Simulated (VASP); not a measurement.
# TiAl (Pm-3m) in VASP: a series of runs, part 4 of 4

VASP 6.6.1. The steps go on from the part before.

## 6. Relaxation of cell and atoms, r2SCAN

This run uses another cell than the first one, of 13.74 Å³/atom, 1.149 times its volume.

Input file POSCAR:

```
TiAl
1.0
    3.0180000000      0.0000000000      0.0000000000
    0.0000000000      3.0180000000      0.0000000000
    0.0000000000      0.0000000000      3.0180000000
Ti Al
1 1
Direct
    0.5000000000      0.5000000000      0.5000000000
    0.0000000000      0.0000000000      0.0000000000
```

Input file INCAR.step1:

```
SYSTEM = TiAl
PREC = Accurate ; ENCUT = 600
ISMEAR = -1 ; SIGMA = 0.1
LREAL = .FALSE. ; LASPH = .TRUE.
NELM = 60 ; GGA = PE
ALGO = Normal ; EDIFF = 1E-4
LWAVE = .TRUE. ; LCHARG = .FALSE.
```

Input file INCAR.step2:

```
SYSTEM = TiAl
PREC = Accurate ; ENCUT = 600
EDIFF = 1E-6 ; ISMEAR = -1
SIGMA = 0.1 ; LREAL = .FALSE.
LASPH = .TRUE. ; NELM = 60
ALGO = Normal ; ISIF = 3
LWAVE = .FALSE. ; LCHARG = .FALSE.
METAGGA = R2SCAN ; LMIXTAU = .TRUE.
IBRION = 2 ; NSW = 80
EDIFFG = -0.03 ; ISTART = 1
```

Input file KPOINTS:

```
regular mesh
0
G
  6 6 6
  0 0 0
```

Potentials or basis: VASP PAW PBE potentials, release 64 (Ti_sv, Al).

Launch:

```sh
$ cat potpaw_PBE.64/Ti_sv/POTCAR potpaw_PBE.64/Al/POTCAR > POTCAR
$ cp INCAR.step1 INCAR
$ mpirun -np 1 vasp_std > vasp.out
$ cp INCAR.step2 INCAR
$ mpirun -np 1 vasp_std > vasp.out
```

OUTCAR:

```text
SYSTEM = TiAl
   PREC = Accurate
   ENCUT = 600
   EDIFF = 1E-6
   ISMEAR = -1
   LREAL = .FALSE.
   LASPH = .TRUE.
   NELM = 60
   ISIF = 3
   METAGGA = R2SCAN
   IBRION = 2
   NSW = 80
   EDIFFG = -0.03
   ISTART = 1

 ion  position               nearest neighbor table
   1  0.500  0.500  0.500-   2 2.61   2 2.61   2 2.61   2 2.61   2 2.61   2 2.61   2 2.61   2 2.61

   2  0.000  0.000  0.000-   1 2.61   1 2.61   1 2.61   1 2.61   1 2.61   1 2.61   1 2.61   1 2.61

  LATTYP: Found a simple cubic cell.
 ALAT       =     3.0180000000

  Lattice vectors:

 A1 = (   3.0180000000,   0.0000000000,   0.0000000000)
 A2 = (   0.0000000000,   3.0180000000,   0.0000000000)
 A3 = (   0.0000000000,   0.0000000000,   3.0180000000)

Analysis of symmetry for initial positions (statically):
=====================================================================
 Subroutine PRICEL returns:
 Original cell was already a primitive cell.

 Routine SETGRP: Setting up the symmetry group for a
 simple cubic supercell.

 Subroutine GETGRP returns: Found 48 space group operations
 (whereof 48 operations were pure point group operations)
 out of a pool of 48 trial point group operations.

The static configuration has the point symmetry O_h .

Analysis of symmetry for dynamics (positions and initial velocities):
=====================================================================
 Subroutine PRICEL returns:
 Original cell was already a primitive cell.

 Routine SETGRP: Setting up the symmetry group for a
 simple cubic supercell.

 Subroutine GETGRP returns: Found 48 space group operations
 (whereof 48 operations were pure point group operations)
 out of a pool of 48 trial point group operations.

The dynamic configuration has the point symmetry O_h .

 Subroutine INISYM returns: Found 48 space group operations
 (whereof 48 operations are pure point group operations),
 and found     1 'primitive' translations

----------------------------------------------------------------------------------------

                                     Primitive cell

  volume of cell :      27.4889

  direct lattice vectors                    reciprocal lattice vectors
     3.018000000  0.000000000  0.000000000     0.331345262  0.000000000  0.000000000
     0.000000000  3.018000000  0.000000000     0.000000000  0.331345262  0.000000000
     0.000000000  0.000000000  3.018000000     0.000000000  0.000000000  0.331345262

  length of vectors
     3.018000000  3.018000000  3.018000000     0.331345262  0.331345262  0.331345262

  position of ions in fractional coordinates (direct lattice)
     0.500000000  0.500000000  0.500000000
     0.000000000  0.000000000  0.000000000

  ion indices of the primitive-cell ions
   primitive index   ion index
                 1           1
                 2           2

----------------------------------------------------------------------------------------

 KPOINTS: regular mesh

Automatic generation of k-mesh.
 Grid dimensions read from file:
 generate k-points for:    6    6    6

 Generating k-lattice:

  Cartesian coordinates                     Fractional coordinates (reciprocal lattice)
     0.055224210  0.000000000  0.000000000     0.166666667  0.000000000  0.000000000
     0.000000000  0.055224210  0.000000000     0.000000000  0.166666667  0.000000000
     0.000000000  0.000000000  0.055224210     0.000000000  0.000000000  0.166666667

  Length of vectors
     0.055224210  0.055224210  0.055224210

  Shift w.r.t. Gamma in fractional coordinates (k-lattice)
     0.000000000  0.000000000  0.000000000

 Subroutine IBZKPT returns following result:
 ===========================================

 Found     20 irreducible k-points:

 Following reciprocal coordinates:
            Coordinates               Weight
  0.000000  0.000000  0.000000      1.000000
  0.166667  0.000000  0.000000      6.000000
  0.333333  0.000000  0.000000      6.000000
  0.500000  0.000000  0.000000      3.000000
  0.166667  0.166667  0.000000     12.000000
  0.333333  0.166667  0.000000     24.000000
[... 12 lines left out ...]
  0.500000  0.500000  0.333333      6.000000
  0.500000  0.500000  0.500000      1.000000
   k-points           NKPTS =     20   k-points in BZ     NKDIM =     20   number of bands    NBANDS=     11
   number of dos      NEDOS =    301   number of ions     NIONS =      2
   total plane-waves  NPLWV =  13824
   dimension x,y,z NGX =    24 NGY =   24 NGZ =   24
   dimension x,y,z NGXF=    48 NGYF=   48 NGZF=   48
   ions per type =               1   1
   NGX,Y,Z   is equivalent  to a cutoff of  13.22, 13.22, 13.22 a.u.
   NGXF,Y,Z  is equivalent  to a cutoff of  26.44, 26.44, 26.44 a.u.
 SYSTEM =  TiAl
   PREC   = accura    normal or accurate (medium, high low for compatibility)
   ISTART =      1    job   : 0-new  1-cont  2-samecut
   ICHARG =      0    charge: 1-file 2-atom 10-const
   ISPIN  =      1    spin polarized calculation?
   LNONCOLLINEAR =      F non collinear calculations
   LSORBIT =      F    spin-orbit coupling
   LASPH  =      T    aspherical Exc in radial PAW
   ENCUT  =  600.0 eV  44.10 Ry    6.64 a.u.   6.03  6.03  6.03*2*pi/ulx,y,z
   NELM   =     60;   NELMIN=  2; NELMDL=  0     # of ELM steps
   EDIFF  = 0.1E-05   stopping-criterion for ELM
   LREAL  =      F    real-space projection
   EDIFFG = -.3E-01   stopping-criterion for IOM
   NSW    =     80    number of steps for IOM
   IBRION =      2    ionic relax: 0-MD 1-quasi-New 2-CG
   NFREE  =      1    steps in history (QN), initial steepest desc. (CG)
   ISIF   =      3    stress and relaxation
   ISYM   =      2    0-nonsym 1-usesym 2-fastsym
   POTIM  = 0.5000    time-step for ionic-motion
   TEBEG  =    0.0;   TEEND  =   0.0 temperature during run
   PSTRESS=    0.0 pullay stress
   NELECT =      15.0000    total number of electrons
   NUPDOWN=      -1.0000    fix difference up-down
   EMIN   =  10.00;   EMAX   =-10.00  energy-range for DOS
   EFERMI =   0.00;   METHOD = LEGACY
   ISMEAR =    -1;   SIGMA  =   0.10  broadening in eV -4-tet -1-fermi 0-gaus
   EFERMI_NEDOS =   21; number of points for ismear=-14 and -15
   IALGO  =     38    algorithm
   IMIX   =      4    mixing-type and parameters
     AMIX     =   0.40;   BMIX     =  1.00
     AMIX_MAG =   1.60;   BMIX_MAG =  1.00
  volume/ion in A,a.u.               =      13.74        92.75
  Fermi-wavevector in a.u.,A,eV,Ry     =   1.337784  2.528045 24.349887  1.789666
  Thomas-Fermi vector in A             =   2.466306
   LORBIT       =      0    0 simple, 1 ext, 2 COOP (PROOUT), +10 PAW based schemes
   METAGGA = R2SCAN    functional components
   LHFCALC =     F    Hartree Fock is set to
   AEXX    =    0.0000 exact exchange contribution
   IVDW    =     0    specifies the selected vdW correction
   LEPSILON=     F    determine dielectric tensor
   LRPA    =     F    only Hartree local field effects (RPA)
 conjugate gradient relaxation of ions
 non-spin polarized calculation
  energy-cutoff  :      600.00
  volume of cell :       27.49
 maximum number of plane-waves:       931
   NGX = 13   NGY = 13   NGZ = 13

--------------------------------------- Ionic step        1  -------------------------------------------

 number of electron      14.9999999 magnetization

 Free energy of the ion-electron system (eV)
  ---------------------------------------------------
  ext. energy  EPLUGINS =         0.00000000
  ---------------------------------------------------
  free energy    TOTEN  =       -20.04567924 eV

  energy without entropy =      -19.99754768  energy(sigma->0) =      -20.02161346

 E-fermi :  10.5849     XC(G=0): -12.6415

 val. band max:       10.4992603351   @ k =   0.3333   0.3333   0.1667
 cond. band min:      10.6898263872   @ k =   0.3333   0.1667   0.1667
 fundamental gap:      0.1905660522
 Fermi energy:        10.5849298937

 k-point     1 :       0.0000    0.0000    0.0000
  band No.  band energies     occupation
      1     -48.3380      2.00000
      2     -23.4762      2.00000
      3     -23.4762      2.00000
      4     -23.4762      2.00000
      5       0.0275      2.00000
      6       8.5280      2.00000
      7       8.5280      2.00000
      8      13.0321      0.00000
      9      13.0321      0.00000
     10      13.0321      0.00000
     11      16.0813      0.00000
[... 333 lines left out ...]
  energy  without entropy=      -20.0714189905  energy(sigma->0) =      -20.10696870

--------------------------------------- Ionic step        3  -------------------------------------------

 number of electron      14.9999993 magnetization

 Free energy of the ion-electron system (eV)
  ---------------------------------------------------
  ext. energy  EPLUGINS =         0.00000000
  ---------------------------------------------------
  free energy    TOTEN  =       -20.34194159 eV

  energy without entropy =      -20.28394914  energy(sigma->0) =      -20.31294537

 E-fermi :   8.8904     XC(G=0): -11.9157

 val. band max:        8.8283322569   @ k =   0.3333   0.3333   0.1667
 cond. band min:       8.9945445668   @ k =   0.3333   0.1667   0.0000
 fundamental gap:      0.1662123098
 Fermi energy:         8.8904358131

 k-point     1 :       0.0000    0.0000    0.0000
  band No.  band energies     occupation
      1     -50.3863      2.00000
      2     -25.5418      2.00000
      3     -25.5418      2.00000
      4     -25.5418      2.00000
      5      -1.0091      2.00000
      6       7.2495      2.00000
      7       7.2495      2.00000
      8      10.9347      0.00000
      9      10.9347      0.00000
     10      10.9347      0.00000
     11      13.5078      0.00000
[... 293 lines left out ...]
  FREE ENERGIE OF THE ION-ELECTRON SYSTEM (eV)
  ---------------------------------------------------
  free  energy   TOTEN  =       -20.3419415950 eV

  energy  without entropy=      -20.2839491393  energy(sigma->0) =      -20.31294537

 reached required accuracy - stopping structural energy minimisation
```

Wall time 34 s (1 thread of Intel Xeon 6975P-C (Granite Rapids), shared host); peak memory 0.14 GiB.

What came out:

```
Free energy                            : -20.3419 eV
Relaxed volume                         : 16.01 Å³/atom
Relaxed cell                           : a = 3.175 Å, b = 3.175 Å, c = 3.175 Å, α = 90.00°, β = 90.00°, γ = 90.00°
Space group after relaxing (to 0.05 Å) : Pm-3m (No. 221)
Energy gained by relaxing              : 148.1 meV/atom
Ionic steps                            : 3
Pressure after relaxing                : -0.3 GPa
```

The path:
| step | energy change (eV) | largest force (eV/Å) | pressure (GPa) | volume (Å³) |
| --- | --- | --- | --- | --- |
| 1 | 0.0000 | 0.0000 | 24.09 | 27.49 |
| 2 | -0.0968 | 0.0000 | -12.41 | 36.56 |
| 3 | -0.2963 | 0.0000 | -0.29 | 32.02 |

Final structure:
```yaml
crystal:
  lattice:
    - [3.17541, 0.00000, 0.00000]
    - [0.00000, 3.17541, 0.00000]
    - [0.00000, 0.00000, 3.17541]
  atoms:
    - { symbol: Ti, position: [0.50000, 0.50000, 0.50000] }
    - { symbol: Al, position: [0.00000, 0.00000, 0.00000] }
```

Caveat: the volume moved by over 15 % at a fixed basis, so the end points are rough; the PAW data sets were made with another functional, which shifts forces and pressure a little; the volume moved by +16 % from the deposited cell, more than functionals usually miss. Zero-point motion and thermal expansion aren't in these numbers.

## 7. Overview

| task | cell | cutoff (eV) | gap on the mesh (eV) | pressure (GPa) |
| --- | --- | --- | --- | --- |
| single point | a = 2.882 Å, 2 atoms | 520 | none | 60.3 |
| single point | a = 2.949 Å, 2 atoms | 520 | none | 40.2 |
| single point | a = 3.038 Å, 2 atoms | 520 | none | 20.1 |
| single point | a = 3.171 Å, 2 atoms | 520 | none | 0.1 |
| relaxation of cell and atoms | relaxed from a = 3.018 Å, 2 atoms | 600 | none | -0.3 |

Alike in all rows: level r2SCAN; potentials or basis VASP PAW PBE potentials, release 64 (Ti_sv, Al); no spin polarisation; k mesh 6 × 6 × 6; smearing fermi-dirac 0.1 eV.

Caveats: some runs use coarse meshes; the PAW data sets were made with another functional, which shifts forces and pressure a little; the volume moved by over 15 % at a fixed basis, so the end points are rough (some runs); the volume moved by +16 % from the deposited cell, more than functionals usually miss (some runs).

Absolute energies hang on the potentials; compare differences alone.
